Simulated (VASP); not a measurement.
# ZnO (P6_3mc) in VASP: a series of runs

Runs on ZnO. Level: PBEsol. Tasks: single point.

Program: VASP 6.6.1. These are calculated values, not measurements. Logs are shortened: lines on timing, memory, paths and dates and some standing lists are left out, and cuts for length are marked.

## Step 1: The cell of the first run

It takes space group P6_3mc (No. 186, hexagonal). The conventional cell has a = 3.087 Å, b = 3.087 Å, c = 5.204 Å, α = 90.00°, β = 90.00°, γ = 120.00°. Within 2.5 Å of Zn (site symmetry 3m) lie 4 O at 1.88 to 1.99 Å. O (site symmetry 3m) has 4 Zn at 1.88 to 1.99 Å within 2.5 Å.

## Step 2: Single point, PBEsol (strain -0.050 along x and y, +0.000 along z)

File INCAR:

```
SYSTEM = ZnO
PREC = Accurate ; ENCUT = 910
EDIFF = 1E-6 ; ISMEAR = 0
SIGMA = 0.05 ; LREAL = .FALSE.
LASPH = .TRUE. ; NELM = 120
ALGO = Normal ; ISIF = 2
LWAVE = .FALSE. ; LCHARG = .FALSE.
GGA = PS ; NBANDS = 26
GGA_COMPAT = .FALSE.
```

File KPOINTS:

```
regular mesh
0
G
  9 9 6
  0 0 0
```

File POSCAR:

```
ZnO
1.0
    3.0869287877      0.0000000000      0.0000000000
   -1.5434643938      2.6733587498      0.0000000000
    0.0000000000      0.0000000000      5.2038000000
Zn O
2 2
Direct
    0.3333333333      0.6666666667      0.0000000000
    0.6666666667      0.3333333333      0.5000000000
    0.3333333333      0.6666666667      0.3821000000
    0.6666666667      0.3333333333      0.8821000000
```

Potentials or basis: VASP PAW PBE potentials, release 64 (Zn, O_h).

On the command line:

```
$ cat potpaw_PBE.64/Zn/POTCAR potpaw_PBE.64/O_h/POTCAR > POTCAR
$ mpirun -np 1 vasp_std > vasp.out
```

OUTCAR:

```text
SYSTEM = ZnO
   PREC = Accurate
   ENCUT = 910
   EDIFF = 1E-6
   ISMEAR = 0
   LREAL = .FALSE.
   LASPH = .TRUE.
   NELM = 120
   ISIF = 2
   GGA = PS

 ion  position               nearest neighbor table
   1  0.333  0.667  0.000-   4 1.88   4 1.88   4 1.88   3 1.99
   2  0.667  0.333  0.500-   3 1.88   3 1.88   3 1.88   4 1.99
   3  0.333  0.667  0.382-   2 1.88   2 1.88   2 1.88   1 1.99
   4  0.667  0.333  0.882-   1 1.88   1 1.88   1 1.88   2 1.99

  LATTYP: Found a hexagonal cell.
 ALAT       =     3.0869287877
 C/A-ratio  =     1.6857531734

  Lattice vectors:

 A1 = (   3.0869287877,   0.0000000000,   0.0000000000)
 A2 = (  -1.5434643938,   2.6733587498,   0.0000000000)
 A3 = (   0.0000000000,   0.0000000000,   5.2038000000)

Analysis of symmetry for initial positions (statically):
=====================================================================
 Subroutine PRICEL returns:
 Original cell was already a primitive cell.

 Routine SETGRP: Setting up the symmetry group for a
 hexagonal supercell.

 Subroutine GETGRP returns: Found 12 space group operations
 (whereof  6 operations were pure point group operations)
 out of a pool of 24 trial point group operations.

The static configuration has the point symmetry C_3v.
 The point group associated with its full space group is C_6v.

Analysis of symmetry for dynamics (positions and initial velocities):
=====================================================================
 Subroutine PRICEL returns:
 Original cell was already a primitive cell.

 Routine SETGRP: Setting up the symmetry group for a
 hexagonal supercell.

 Subroutine GETGRP returns: Found 12 space group operations
 (whereof  6 operations were pure point group operations)
 out of a pool of 24 trial point group operations.

The dynamic configuration has the point symmetry C_3v.
 The point group associated with its full space group is C_6v.

 Subroutine INISYM returns: Found 12 space group operations
 (whereof  6 operations are pure point group operations),
 and found     1 'primitive' translations

----------------------------------------------------------------------------------------

                                     Primitive cell

  volume of cell :      42.9442

  direct lattice vectors                    reciprocal lattice vectors
     3.086928788  0.000000000  0.000000000     0.323946572  0.187030641  0.000000000
    -1.543464394  2.673358750  0.000000000     0.000000000  0.374061282  0.000000000
     0.000000000  0.000000000  5.203800000     0.000000000  0.000000000  0.192167262

  length of vectors
     3.086928788  3.086928788  5.203800000     0.374061282  0.374061282  0.192167262

  position of ions in fractional coordinates (direct lattice)
     0.333333333  0.666666667  0.000000000
     0.666666667  0.333333333  0.500000000
     0.333333333  0.666666667  0.382100000
     0.666666667  0.333333333  0.882100000

  ion indices of the primitive-cell ions
   primitive index   ion index
                 1           1
                 2           2
                 3           3
                 4           4

----------------------------------------------------------------------------------------

 KPOINTS: regular mesh

Automatic generation of k-mesh.
 Grid dimensions read from file:
 generate k-points for:    9    9    6

 Generating k-lattice:

  Cartesian coordinates                     Fractional coordinates (reciprocal lattice)
     0.035994064  0.020781182  0.000000000     0.111111111  0.000000000  0.000000000
     0.000000000  0.041562365  0.000000000     0.000000000  0.111111111  0.000000000
     0.000000000  0.000000000  0.032027877     0.000000000  0.000000000  0.166666667

  Length of vectors
     0.041562365  0.041562365  0.032027877

  Shift w.r.t. Gamma in fractional coordinates (k-lattice)
     0.000000000  0.000000000  0.000000000

 Subroutine IBZKPT returns following result:
 ===========================================

 Found     48 irreducible k-points:

 Following reciprocal coordinates:
            Coordinates               Weight
  0.000000  0.000000  0.000000      1.000000
  0.111111  0.000000  0.000000      6.000000
  0.222222  0.000000  0.000000      6.000000
  0.333333  0.000000  0.000000      6.000000
  0.444444  0.000000  0.000000      6.000000
  0.111111  0.111111  0.000000      6.000000
[... 16 lines left out ...]
  0.333333  0.222222  0.166667     24.000000
  0.333333  0.333333  0.166667      4.000000
 [... further k-points ...]
   k-points           NKPTS =     48   k-points in BZ     NKDIM =     48   number of bands    NBANDS=     26
   number of dos      NEDOS =    301   number of ions     NIONS =      4
   total plane-waves  NPLWV =  48600
   dimension x,y,z NGX =    30 NGY =   30 NGZ =   54
   dimension x,y,z NGXF=    60 NGYF=   60 NGZF=  108
   ions per type =               2   2
   NGX,Y,Z   is equivalent  to a cutoff of  16.16, 16.16, 17.25 a.u.
   NGXF,Y,Z  is equivalent  to a cutoff of  32.31, 32.31, 34.50 a.u.
 SYSTEM =  ZnO
   PREC   = accura    normal or accurate (medium, high low for compatibility)
   ISTART =      0    job   : 0-new  1-cont  2-samecut
   ICHARG =      2    charge: 1-file 2-atom 10-const
   ISPIN  =      1    spin polarized calculation?
   LNONCOLLINEAR =      F non collinear calculations
   LSORBIT =      F    spin-orbit coupling
   LASPH  =      T    aspherical Exc in radial PAW
   ENCUT  =  910.0 eV  66.88 Ry    8.18 a.u.   7.59  7.59 12.80*2*pi/ulx,y,z
   NELM   =    120;   NELMIN=  2; NELMDL= -5     # of ELM steps
   EDIFF  = 0.1E-05   stopping-criterion for ELM
   LREAL  =      F    real-space projection
   EDIFFG = 0.1E-04   stopping-criterion for IOM
   NSW    =      0    number of steps for IOM
   IBRION =     -1    ionic relax: 0-MD 1-quasi-New 2-CG
   NFREE  =      0    steps in history (QN), initial steepest desc. (CG)
   ISIF   =      2    stress and relaxation
   ISYM   =      2    0-nonsym 1-usesym 2-fastsym
   POTIM  = 0.5000    time-step for ionic-motion
   TEBEG  =    0.0;   TEEND  =   0.0 temperature during run
   PSTRESS=    0.0 pullay stress
   NELECT =      36.0000    total number of electrons
   NUPDOWN=      -1.0000    fix difference up-down
   EMIN   =  10.00;   EMAX   =-10.00  energy-range for DOS
   EFERMI =   0.00;   METHOD = LEGACY
   ISMEAR =     0;   SIGMA  =   0.05  broadening in eV -4-tet -1-fermi 0-gaus
   EFERMI_NEDOS =   21; number of points for ismear=-14 and -15
   IALGO  =     38    algorithm
   IMIX   =      4    mixing-type and parameters
     AMIX     =   0.40;   BMIX     =  1.00
     AMIX_MAG =   1.60;   BMIX_MAG =  1.00
  volume/ion in A,a.u.               =      10.74        72.45
  Fermi-wavevector in a.u.,A,eV,Ry     =   1.543622  2.917022 32.419522  2.382768
  Thomas-Fermi vector in A             =   2.649258
   LORBIT       =      0    0 simple, 1 ext, 2 COOP (PROOUT), +10 PAW based schemes
   GGA     = PS    functional components
   LHFCALC =     F    Hartree Fock is set to
   AEXX    =    0.0000 exact exchange contribution
   IVDW    =     0    specifies the selected vdW correction
   LEPSILON=     F    determine dielectric tensor
   LRPA    =     F    only Hartree local field effects (RPA)
 non-spin polarized calculation
 Gauss-broadening in eV      SIGMA  =   0.05
  energy-cutoff  :      910.00
  volume of cell :       42.94
 maximum number of plane-waves:      2714
   NGX = 15   NGY = 15   NGZ = 25

 number of electron      36.0000008 magnetization

 Free energy of the ion-electron system (eV)
  ---------------------------------------------------
  ext. energy  EPLUGINS =         0.00000000
  ---------------------------------------------------
  free energy    TOTEN  =       -19.11568021 eV

  energy without entropy =      -19.11568021  energy(sigma->0) =      -19.11568021

 E-fermi :   2.6817     XC(G=0): -11.7543

 val. band max:        2.4806455093   @ k =   0.0000   0.0000   0.0000
 cond. band min:       3.2132529125   @ k =   0.0000   0.0000   0.0000
 fundamental gap:      0.7326074031
 Fermi energy:         2.6817259030

 k-point     1 :       0.0000    0.0000    0.0000
  band No.  band energies     occupation
      1     -16.5567      2.00000
      2     -15.7326      2.00000
      3      -4.2668      2.00000
      4      -3.9505      2.00000
      5      -3.9505      2.00000
      6      -3.8206      2.00000
[... 18 lines left out ...]
     25      17.4817      0.00000
     26      17.4817      0.00000

 k-point     2 :       0.1111    0.0000    0.0000
  band No.  band energies     occupation
      1     -16.4680      2.00000
      2     -15.6863      2.00000
      3      -4.1629      2.00000
      4      -4.0294      2.00000
      5      -3.8989      2.00000
      6      -3.8076      2.00000
[... 18 lines left out ...]
     25      16.6491      0.00000
     26      17.6640      0.00000

 k-point     3 :       0.2222    0.0000    0.0000
  band No.  band energies     occupation
      1     -16.2311      2.00000
      2     -15.5724      2.00000
      3      -4.3065      2.00000
      4      -3.9107      2.00000
      5      -3.7745      2.00000
      6      -3.7339      2.00000
[... 18 lines left out ...]
     25      16.5732      0.00000
     26      17.5507      0.00000

 k-point     4 :       0.3333    0.0000    0.0000
  band No.  band energies     occupation
      1     -15.9303      2.00000
      2     -15.4575      2.00000
      3      -4.4480      2.00000
      4      -4.0252      2.00000
      5      -3.6553      2.00000
      6      -3.4332      2.00000
[... 18 lines left out ...]
     25      16.5193      0.00000
     26      17.4437      0.00000

 k-point     5 :       0.4444    0.0000    0.0000
  band No.  band energies     occupation
      1     -15.6959      2.00000
      2     -15.4101      2.00000
      3      -4.3939      2.00000
      4      -4.1952      2.00000
      5      -3.5964      2.00000
      6      -3.2349      2.00000
[... 18 lines left out ...]
     25      16.2195      0.00000
     26      17.6521      0.00000

 k-point     6 :       0.1111    0.1111    0.0000
  band No.  band energies     occupation
      1     -16.3050      2.00000
      2     -15.6061      2.00000
      3      -4.1880      2.00000
      4      -4.0207      2.00000
      5      -3.8039      2.00000
      6      -3.7249      2.00000
[... 427 lines left out ...]
 k-point    21 :       0.4444    0.1111    0.1667
  band No.  band energies     occupation
      1     -15.6100      2.00000
      2     -15.4191      2.00000
      3      -4.2950      2.00000
      4      -4.2215      2.00000
      5      -3.5993      2.00000
      6      -3.2883      2.00000
[... 18 lines left out ...]
     25      15.6135      0.00000
     26      17.2800      0.00000

 k-point    22 :       0.2222    0.2222    0.1667
  band No.  band energies     occupation
      1     -15.7606      2.00000
      2     -15.4414      2.00000
      3      -4.2406      2.00000
      4      -4.1034      2.00000
      5      -3.5787      2.00000
      6      -3.5621      2.00000
[... 18 lines left out ...]
     25      14.6006      0.00000
     26      18.2351      0.00000

 k-point    23 :       0.3333    0.2222    0.1667
  band No.  band energies     occupation
      1     -15.5710      2.00000
      2     -15.4148      2.00000
      3      -4.1134      2.00000
      4      -3.9448      2.00000
      5      -3.6290      2.00000
      6      -3.4275      2.00000
[... 18 lines left out ...]
     25      15.4806      0.00000
     26      17.3998      0.00000

 k-point    24 :       0.3333    0.3333    0.1667
  band No.  band energies     occupation
      1     -15.4563      2.00000
      2     -15.4563      2.00000
      3      -4.0079      2.00000
      4      -3.6279      2.00000
      5      -3.6279      2.00000
      6      -3.5291      2.00000
[... 18 lines left out ...]
     25      16.0429      0.00000
     26      17.7823      0.00000

 [... further k-points ...]
[... 5 lines left out ...]
  --------------------------------------------------------------------------------------
  -------------------------------------------------------------------------------------
  Total        6.3780897      6.3780897      2.1384370      0.0000000      0.0000000      0.0000000
  in kB      237.9560529    237.9560529     79.7815743      0.0000000      0.0000000      0.0000000
  external PRESSURE =     185.2312267 kB  Pullay stress =       0.0000000 kB

 VOLUME and BASIS-vectors are now :
 -----------------------------------------------------------------------------
  energy-cutoff  :      910.00
  volume of cell :       42.94
      direct lattice vectors                 reciprocal lattice vectors
     3.086928788  0.000000000  0.000000000     0.323946572  0.187030641  0.000000000
    -1.543464394  2.673358750  0.000000000     0.000000000  0.374061282  0.000000000
     0.000000000  0.000000000  5.203800000     0.000000000  0.000000000  0.192167262

 POSITION                                       TOTAL-FORCE (eV/Angst)
 -----------------------------------------------------------------------------------
     -0.00000      1.78224      0.00000         0.000000      0.000000      0.696139
      1.54346      0.89112      2.60190         0.000000      0.000000      0.696139
     -0.00000      1.78224      1.98837         0.000000     -0.000000     -0.696139
      1.54346      0.89112      4.59027        -0.000000      0.000000     -0.696139
 -----------------------------------------------------------------------------------
    total drift:                               -0.000001     -0.000001     -0.000590

  FREE ENERGIE OF THE ION-ELECTRON SYSTEM (eV)
  ---------------------------------------------------
  free  energy   TOTEN  =       -19.1156802097 eV

  energy  without entropy=      -19.1156802097  energy(sigma->0) =      -19.11568021
```

Wall time 1.8 min (1 thread of Intel Xeon Platinum 8375C at 2.90GHz (Ice Lake), shared host); peak memory 0.27 GiB.

Results:

| Property | Result |
| --- | --- |
| Free energy | -19.1157 eV |
| Pressure | 18.5 GPa |
| Largest force | 0.696 eV/Å |
| Band gap on the k mesh | 0.73 eV, direct |

Forces on the atoms (eV/Å):
```
Zn   0.000  0.000  0.696
Zn   0.000  0.000  0.696
O    0.000  0.000 -0.696
O    0.000  0.000 -0.696
```

Levels at points of the mesh, in eV from the valence-band top:
```tsv
k point	band 15	band 16	band 17	band 18	band 19	band 20	band 21	band 22
(0.00, 0.00, 0.00)	-0.78	-0.30	0.00	0.00	0.73	5.58	7.91	13.46
(0.00, 0.00, 0.50)	-0.39	-0.39	-0.39	-0.39	3.49	3.49	9.91	9.91
```

Caveat: the cell differs from its parent crystal (strain -0.050 along x and y, +0.000 along z); the cutoff is under 1.25 times the usual one of these potentials, so pressure, stress and relaxed cells hold a basis-set (Pulay) error; the PAW data sets were made with another functional, which shifts forces and pressure a little.

## Step 3: Single point, PBEsol (strain -0.025 along x and y, -0.025 along z)

File INCAR:

```
PREC = Accurate
ENCUT = 910
EDIFF = 1E-6
ISMEAR = 0
SIGMA = 0.05
LREAL = False
LASPH = True
NELM = 120
ALGO = Normal
ISIF = 2
LWAVE = False
LCHARG = False
GGA = PS
NBANDS = 26
GGA_COMPAT = False
```

File KPOINTS:

```
Automatic mesh
0
Gamma
  9 9 6
```

File POSCAR:

```
ZnO
1.0
    3.1681637558      0.0000000000      0.0000000000
   -1.5840818779      2.7437102959      0.0000000000
    0.0000000000      0.0000000000      5.0737050000
Zn O
2 2
Direct
    0.3333333333      0.6666666667      0.0000000000
    0.6666666667      0.3333333333      0.5000000000
    0.3333333333      0.6666666667      0.3821000000
    0.6666666667      0.3333333333      0.8821000000
```

Potentials or basis: VASP PAW PBE potentials, release 64 (Zn, O_h).

On the command line:

```
$ cat potpaw_PBE.64/Zn/POTCAR potpaw_PBE.64/O_h/POTCAR > POTCAR
$ mpirun -np 1 vasp_std > vasp.out
```

It took 41 s on 1 thread of Intel Xeon 6975P-C (Granite Rapids), shared host; peak memory 0.27 GiB.

The run converged. Its results:

| Property | Result |
| --- | --- |
| Free energy | -19.3001 eV |
| Pressure | 12.1 GPa |
| Largest force | 0.038 eV/Å |
| Band gap on the k mesh | 0.79 eV, direct |

Forces on the atoms (eV/Å):
```
Zn   0.000  0.000  0.038
Zn   0.000  0.000  0.038
O    0.000  0.000 -0.038
O    0.000  0.000 -0.038
```

Levels at points of the mesh, in eV from the valence-band top:
| k point | band 15 | band 16 | band 17 | band 18 | band 19 | band 20 | band 21 | band 22 |
| --- | --- | --- | --- | --- | --- | --- | --- | --- |
| (0.00, 0.00, 0.00) | -0.88 | -0.13 | 0.00 | 0.00 | 0.79 | 5.36 | 8.38 | 13.08 |
| (0.00, 0.00, 0.50) | -0.44 | -0.44 | -0.44 | -0.44 | 3.54 | 3.54 | 10.25 | 10.25 |

Caveat: the cell differs from its parent crystal (strain -0.025 along x and y, -0.025 along z); the cutoff is under 1.25 times the usual one of these potentials, so pressure, stress and relaxed cells hold a basis-set (Pulay) error; the PAW data sets were made with another functional, which shifts forces and pressure a little.
